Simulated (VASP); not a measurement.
# AlCu3 (Pmmn) in VASP: further runs, part 2 of 2

VASP 6.6.1. The steps go on from the part before.

## 3. Single point, PBEsol (biaxial strain in the a-b plane: -4.0 %, then relaxed in part)

Input file INCAR:

```
SYSTEM = AlCu3
  ALGO = Fast
  EDIFF = 1E-6
  ENCUT = 520
  GGA = PS
  ISIF = 2
  ISMEAR = 0
  LASPH = .TRUE.
  LCHARG = .FALSE.
  LREAL = .FALSE.
  LWAVE = .FALSE.
  NBANDS = 46
  NELM = 80
  PREC = Accurate
  SIGMA = 0.1
```

Input file KPOINTS:

```
k-points
0
G
  8 8 8
  0 0 0
```

Input file POSCAR:

```
AlCu3
1.0
    4.0086151936      0.0000000000      0.0000000000
    0.0000000000      4.9135883104      0.0000000000
    0.0000000000      0.0000000000      4.6516959724
Al Cu
2 6
Direct
    0.0000000000      0.0000000000      0.6547995616
    0.5000000000      0.5000000000      0.3452004384
    0.0000000000      0.5000000000      0.6591531146
    0.5000000000      0.0000000000      0.3408468854
    0.0000000000      0.2512543306      0.1547607558
    0.0000000000      0.7487456694      0.1547607558
    0.5000000000      0.2487456694      0.8452392442
    0.5000000000      0.7512543306      0.8452392442
```

Potentials or basis: VASP PAW PBE potentials, release 64 (Al, Cu).

Launch:

```
> cat potpaw_PBE.64/Al/POTCAR potpaw_PBE.64/Cu/POTCAR > POTCAR
> mpirun -np 1 vasp_std > vasp.out
```

OUTCAR:

```text
SYSTEM = AlCu3
   EDIFF = 1E-6
   ENCUT = 520
   GGA = PS
   ISIF = 2
   ISMEAR = 0
   LASPH = .TRUE.
   LREAL = .FALSE.
   NELM = 80
   PREC = Accurate

 ion  position               nearest neighbor table
   1  0.000  0.000  0.655-   3 2.46   3 2.46   4 2.48   4 2.48   7 2.51   8 2.51   7 2.51   8 2.51
                             5 2.63   6 2.63   5 2.63   6 2.63
   2  0.500  0.500  0.345-   4 2.46   4 2.46   3 2.48   3 2.48   5 2.51   6 2.51   5 2.51   6 2.51
                             7 2.63   8 2.63   7 2.63   8 2.63
   3  0.000  0.500  0.659-   1 2.46   1 2.46   2 2.48   2 2.48   7 2.51   8 2.51   7 2.51   8 2.51
                             5 2.61   6 2.61   5 2.65   6 2.65
   4  0.500  0.000  0.341-   2 2.46   2 2.46   1 2.48   1 2.48   5 2.51   6 2.51   5 2.51   6 2.51
                             7 2.61   8 2.61   7 2.65   8 2.65
   5  0.000  0.251  0.155-   6 2.44   7 2.47   7 2.47   6 2.47   4 2.51   4 2.51   2 2.51   2 2.51
                             3 2.61   1 2.63   1 2.63   3 2.65
   6  0.000  0.749  0.155-   5 2.44   8 2.47   8 2.47   5 2.47   4 2.51   4 2.51   2 2.51   2 2.51
                             3 2.61   1 2.63   1 2.63   3 2.65
   7  0.500  0.249  0.845-   8 2.44   5 2.47   5 2.47   8 2.47   3 2.51   3 2.51   1 2.51   1 2.51
                             4 2.61   2 2.63   2 2.63   4 2.65
   8  0.500  0.751  0.845-   7 2.44   6 2.47   6 2.47   7 2.47   3 2.51   3 2.51   1 2.51   1 2.51
[... 1384 lines left out ...]
     46      17.2943      0.00000

 [... further k-points ...]

------------------------ aborting loop because EDIFF is reached ----------------------------------------

  FORCE on cell =-STRESS in cart. coord.  units (eV):
  Direction    XX          YY          ZZ          XY          YZ          ZX
  --------------------------------------------------------------------------------------
  -------------------------------------------------------------------------------------
  Total        7.5353971      6.2916967      0.2124760      0.0000000      0.0000000      0.0000000
  in kB      131.7687030    110.0205728      3.7154899      0.0000000      0.0000000      0.0000000
  external PRESSURE =      81.8349219 kB  Pullay stress =       0.0000000 kB

 VOLUME and BASIS-vectors are now :
 -----------------------------------------------------------------------------
  energy-cutoff  :      520.00
  volume of cell :       91.62
      direct lattice vectors                 reciprocal lattice vectors
     4.008615194  0.000000000  0.000000000     0.249462708  0.000000000  0.000000000
     0.000000000  4.913588310  0.000000000     0.000000000  0.203517254  0.000000000
     0.000000000  0.000000000  4.651695972     0.000000000  0.000000000  0.214975357

 POSITION                                       TOTAL-FORCE (eV/Angst)
 -----------------------------------------------------------------------------------
      0.00000      0.00000      3.04593         0.000000      0.000000     -0.000719
      2.00431      2.45679      1.60577         0.000000      0.000000      0.000719
      0.00000      2.45679      3.06618         0.000000      0.000000     -0.003412
      2.00431      0.00000      1.58552         0.000000      0.000000      0.003412
      0.00000      1.23456      0.71990         0.000000     -0.003982     -0.005439
      0.00000      3.67903      0.71990         0.000000      0.003982     -0.005439
      2.00431      1.22223      3.93180        -0.000000      0.003982      0.005439
      2.00431      3.69135      3.93180        -0.000000     -0.003982      0.005439
 -----------------------------------------------------------------------------------
    total drift:                                0.000000     -0.000000      0.000000

  FREE ENERGIE OF THE ION-ELECTRON SYSTEM (eV)
  ---------------------------------------------------
  free  energy   TOTEN  =       -35.3765396502 eV

  energy  without entropy=      -35.3652841819  energy(sigma->0) =      -35.37091192
```

stdout:

```text
POSCAR found type information on POSCAR AlCu
 POSCAR found :  2 types and       8 ions
 scaLAPACK will be used
 -----------------------------------------------------------------------------
|                                                                             |
|                                                                             |
|     You enforced a specific xc type in the INCAR file but a different       |
|     I HOPE YOU KNOW WHAT YOU ARE DOING!                                     |
|                                                                             |
 -----------------------------------------------------------------------------

 LDA part: xc-table for (Slater+PW92), standard interpolation
 POSCAR, INCAR and KPOINTS ok, starting setup
 FFT: planning ... GRIDC
 FFT: planning ... GRID_SOFT
 FFT: planning ... GRID
 WAVECAR not read
 entering main loop
```

Wall time 4.4 min (1 thread of Intel Xeon 6975P-C (Granite Rapids), shared host); peak memory 0.47 GiB.

Results:

```yaml
Free_energy: -35.3765 eV
Pressure: 8.2 GPa
Largest_force: 0.007 eV/Å
Band_gap_on_the_k_mesh: zero (bands 36 and 37 overlap by 4.48 eV)
```

Forces on the atoms (eV/Å):
```
Al   0.000  0.000 -0.001
Al   0.000  0.000  0.001
Cu   0.000  0.000 -0.003
Cu   0.000  0.000  0.003
Cu   0.000 -0.004 -0.005
Cu   0.000  0.004 -0.005
Cu   0.000  0.004  0.005
Cu   0.000 -0.004  0.005
```

Stress tensor (GPa, compression positive):
```
13.18  0.00  0.00
 0.00 11.00  0.00
 0.00  0.00  0.37
```

Caveat: the cell differs from its parent crystal (biaxial strain in the a-b plane: -4.0 %, then relaxed in part); the stress differs along the axes, from 0 to 13 GPa; the PAW data sets were made with another functional, which shifts forces and pressure a little.
